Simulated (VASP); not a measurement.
# Sb (Fm-3m) in VASP: further runs, part 2 of 2

VASP 6.6.1. The steps go on from the part before.

## 3. Electric field gradients, PBEsol (volume scaled by 1.01)

Input file INCAR:

```
SYSTEM = Sb
  ALGO = Normal
  EDIFF = 1E-8
  ENCUT = 520
  GGA = PS
  ISIF = 2
  ISMEAR = -1
  LASPH = .TRUE.
  LCHARG = .FALSE.
  LEFG = .TRUE.
  LREAL = .FALSE.
  LWAVE = .FALSE.
  NBANDS = 8
  NELM = 60
  PREC = Accurate
  SIGMA = 0.05
```

Input file KPOINTS:

```
k-points
0
G
  12 12 12
  0 0 0
```

Input file POSCAR:

```
Sb
1.0
    0.0000000000      2.3126578636      2.3126578636
    2.3126578636      0.0000000000      2.3126578636
    2.3126578636      2.3126578636      0.0000000000
Sb
1
Direct
    0.0000000000      0.0000000000      0.0000000000
```

Potentials or basis: VASP PAW PBE potentials, release 64 (Sb).

Command:

```
$ cat potpaw_PBE.64/Sb/POTCAR > POTCAR
$ mpirun -np 1 vasp_std > vasp.out
```

OUTCAR:

```text
SYSTEM = Sb
   EDIFF = 1E-8
   ENCUT = 520
   GGA = PS
   ISIF = 2
   ISMEAR = -1
   LASPH = .TRUE.
   LREAL = .FALSE.
   NELM = 60
   PREC = Accurate

 ion  position               nearest neighbor table
   1  0.000  0.000  0.000-

  LATTYP: Found a face centered cubic cell.
 ALAT       =     4.6253157272

  Lattice vectors:

 A1 = (   0.0000000000,   2.3126578636,   2.3126578636)
 A2 = (   2.3126578636,   0.0000000000,   2.3126578636)
 A3 = (   2.3126578636,   2.3126578636,   0.0000000000)

Analysis of symmetry for initial positions (statically):
=====================================================================
 Subroutine PRICEL returns:
 Original cell was already a primitive cell.

 Routine SETGRP: Setting up the symmetry group for a
 face centered cubic supercell.

 Subroutine GETGRP returns: Found 48 space group operations
 (whereof 48 operations were pure point group operations)
 out of a pool of 48 trial point group operations.

The static configuration has the point symmetry O_h .

Analysis of symmetry for dynamics (positions and initial velocities):
=====================================================================
 Subroutine PRICEL returns:
 Original cell was already a primitive cell.

 Routine SETGRP: Setting up the symmetry group for a
 face centered cubic supercell.

 Subroutine GETGRP returns: Found 48 space group operations
 (whereof 48 operations were pure point group operations)
 out of a pool of 48 trial point group operations.

The dynamic configuration has the point symmetry O_h .

 Subroutine INISYM returns: Found 48 space group operations
 (whereof 48 operations are pure point group operations),
 and found     1 'primitive' translations
[... 144 lines left out ...]
 fundamental gap:      0.0954619408
 Fermi energy:         9.5783181919

 k-point     1 :       0.0000    0.0000    0.0000
  band No.  band energies     occupation
      1      -4.1111      2.00000
      2      15.4841      0.00000
      3      15.4841      0.00000
      4      15.4841      0.00000
      5      19.7636      0.00000
      6      19.8036      0.00000
      7      19.8036      0.00000
      8      19.8036      0.00000
[... 243 lines left out ...]
 k-point    24 :      -0.4167    0.1667    0.0000
  band No.  band energies     occupation
      1       0.4999      2.00000
      2       3.8205      2.00000
      3      10.0972      0.00006
      4      12.6465      0.00000
      5      16.3873      0.00000
      6      20.5513      0.00000
      7      20.8423      0.00000
      8      23.9401      0.00000

 [... further k-points ...]
[... 5 lines left out ...]
  --------------------------------------------------------------------------------------
  -------------------------------------------------------------------------------------
  Total        0.6700624      0.6700624      0.6700624     -0.0000000     -0.0000000      0.0000000
  in kB       43.3971943     43.3971943     43.3971943     -0.0000000     -0.0000000      0.0000000
  external PRESSURE =      43.3971943 kB  Pullay stress =       0.0000000 kB

 VOLUME and BASIS-vectors are now :
 -----------------------------------------------------------------------------
  energy-cutoff  :      520.00
  volume of cell :       24.74
      direct lattice vectors                 reciprocal lattice vectors
     0.000000000  2.312657864  2.312657864    -0.216201457  0.216201457  0.216201457
     2.312657864  0.000000000  2.312657864     0.216201457 -0.216201457  0.216201457
     2.312657864  2.312657864  0.000000000     0.216201457  0.216201457 -0.216201457

 POSITION                                       TOTAL-FORCE (eV/Angst)
 -----------------------------------------------------------------------------------
      0.00000      0.00000      0.00000        -0.000000     -0.000000      0.000000
 -----------------------------------------------------------------------------------
    total drift:                                0.000000     -0.000000     -0.000000

  FREE ENERGIE OF THE ION-ELECTRON SYSTEM (eV)
  ---------------------------------------------------
  free  energy   TOTEN  =        -4.2776685100 eV

  energy  without entropy=       -4.2710066503  energy(sigma->0) =       -4.27433758

 Electric field gradients (V/A^2)
---------------------------------------------------------------------
 ion       V_xx      V_yy      V_zz      V_xy      V_xz      V_yz
---------------------------------------------------------------------
   1      -0.000    -0.000     0.000     0.000     0.000     0.000
---------------------------------------------------------------------

 Electric field gradients after diagonalization (V/A^2)
 (convention: |V_zz| > |V_xx| > |V_yy|)
----------------------------------------------------------------------
 ion       V_xx      V_yy      V_zz     asymmetry (V_yy - V_xx)/ V_zz
----------------------------------------------------------------------
   1      -0.000    -0.000     0.000       0.000
----------------------------------------------------------------------

           NMR quadrupolar parameters

 Cq : quadrupolar parameter    Cq=e*Q*V_zz/h
 eta: asymmetry parameters     (V_yy - V_xx)/ V_zz
 Q  : nuclear electric quadrupole moment in mb (millibarn)
----------------------------------------------------------------------
 ion       Cq(MHz)       eta       Q (mb)
----------------------------------------------------------------------
   1       0.000       0.000       1.000
----------------------------------------------------------------------
```

stdout:

```text
POSCAR found type information on POSCAR Sb
 POSCAR found :  1 types and       1 ions
 scaLAPACK will be used
 -----------------------------------------------------------------------------
|                                                                             |
|                                                                             |
|     You enforced a specific xc type in the INCAR file but a different       |
|     I HOPE YOU KNOW WHAT YOU ARE DOING!                                     |
|                                                                             |
 -----------------------------------------------------------------------------

 LDA part: xc-table for (Slater+PW92), standard interpolation
 POSCAR, INCAR and KPOINTS ok, starting setup
 FFT: planning ... GRIDC
 FFT: planning ... GRID_SOFT
 FFT: planning ... GRID
 WAVECAR not read
 entering main loop
ion   1
```

Run time: 7.1 s. Hardware: 1 thread of Intel Xeon Platinum 8259CL at 2.50GHz (Skylake/Cascade Lake), shared host; peak memory 0.14 GiB.

What came out:

| Quantity | Value |
| --- | --- |
| Free energy | -4.2777 eV |
| Pressure | 4.3 GPa |

Caveat: without QUAD_EFG the Cq values of the log hold for a quadrupole moment of 1 mb, not for the nuclei; the PAW data sets were made with another functional, which shifts forces and pressure a little; spin-orbit coupling is left out, which moves the levels of the heavy elements.
